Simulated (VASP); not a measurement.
Set up this calculation in VASP 6.6.1, as the native input.

| Property | Result |
| --- | --- |
| Task | single point |
| Functional | LDA |
| Potentials or basis | VASP PAW LDA potentials, release 64 (K_sv, Cl) |
| Cutoff | 520 eV |
| k mesh | 7 × 7 × 7 |
| Occupations | fermi-dirac, width 0.03 eV |
| Spin | no spin polarisation |
| Dipole correction | no |
| Further INCAR settings | ALGO = Normal; EDIFF = 1e-06; NBANDS = 15 |

The structure of KCl lies in POSCAR:

```
KCl
1.0
    0.0000000000      3.1561000000      3.1561000000
    3.1561000000      0.0000000000      3.1561000000
    3.1561000000      3.1561000000      0.0000000000
K Cl
1 1
Direct
    0.0000000000      0.0000000000      0.0000000000
    0.5000000000      0.5000000000      0.5000000000
```

One way to write it, as run:

INCAR

```
ALGO = Normal ; EDIFF = 1E-6
ENCUT = 520 ; ISIF = 2
ISMEAR = -1 ; LASPH = True
LCHARG = False ; LREAL = False
LWAVE = False ; NBANDS = 15
NELM = 60 ; PREC = Accurate
SIGMA = 0.03
```

KPOINTS

```
k-points
0
Gamma
  7 7 7
```

Potentials or basis: VASP PAW LDA potentials, release 64 (K_sv, Cl).

Run with:

```sh
$ cat potpaw_LDA.64/K_sv/POTCAR potpaw_LDA.64/Cl/POTCAR > POTCAR
$ mpirun -np 1 vasp_std > vasp.out
```

It gave:

* Pressure: -2.0 GPa
* Band gap on the k mesh: 4.72 eV, direct

Wall time 11 s on 1 thread of Intel Xeon 6975P-C, on a shared host, peak memory 0.18 GiB.
